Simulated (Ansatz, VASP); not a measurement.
## Ru: VASP beside Ansatz

```
Ru
1.0
     2.42254    0.00000    0.00000
     0.00000    2.42254    0.00000
     0.00000    0.00000    2.42254
Ru
1
Direct
  0.00000 0.00000 0.00000
```

Change from the starting cell: volume scaled by 0.95, PAW files.

Alike in both runs: task single point; functional LDA; k mesh 17 × 17 × 17; occupations fermi-dirac, width 0.1 eV; no spin polarisation.

|  | VASP | Ansatz |
| --- | --- | --- |
| version | VASP 6.6.1 | Ansatz 0.2.0 |
| potentials or method | VASP PAW LDA potentials, release 64 (Ru_sv) | PAW with Ansatz's default frozen-core files, scalar-relativistic |
| plane-wave cutoff (eV) | 560 | 420 |
| valence electrons in the cell | 16 | 16 |

|  | VASP | Ansatz | Ansatz less VASP |
| --- | --- | --- | --- |
| pressure (GPa) | 15.6 | 15.2 | -0.46 |

LDA's correlation is that of Perdew and Zunger in VASP and of Perdew and Wang (1992) in Ansatz.
